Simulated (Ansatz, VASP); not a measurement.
Si3Cl2: VASP beside Ansatz

```
Si Cl
1.0
     4.61469    0.00000    0.00000
    -2.30734    3.99644    0.00000
     0.00000    0.00000    7.06819
Si Cl
3 2
Direct
  0.00000 0.00000 0.67896
  0.00000 0.00000 0.32104
  0.00000 0.00000 0.00000
  0.33333 0.66667 0.33935
  0.66667 0.33333 0.66065
```

Alike in both runs: functional PBE; k mesh 5 × 5 × 2; occupations gaussian, width 0.2 eV; no spin polarisation.

Ansatz relaxed the structure, and its values are those at the end. VASP's run is a single point on that final structure, the one shown.

```csv
,VASP,Ansatz
version,VASP 6.6.1,Ansatz 0.2.0
potentials or method,"VASP PAW PBE potentials, release 64 (Si, Cl), cutoff 500 eV","scalar-relativistic, plane waves, PAW"
valence electrons in the cell,26,26
```

|  | VASP | Ansatz | Ansatz less VASP |
| --- | --- | --- | --- |
| gap on the k mesh at the Fermi level (eV) | none | none | - |
| pressure (GPa) | 0.0 | 0.0 | +0.04 |
| rms of the force components (eV/Å) | 0.009 | 0.011 | +0.0023 |

A gap of «none» marks a metal or a gap that the smearing closes. With one functional, cell and mesh, what is left measures potentials, basis and numerics.

The k mesh is coarse, so the values compare programs but aren't converged.
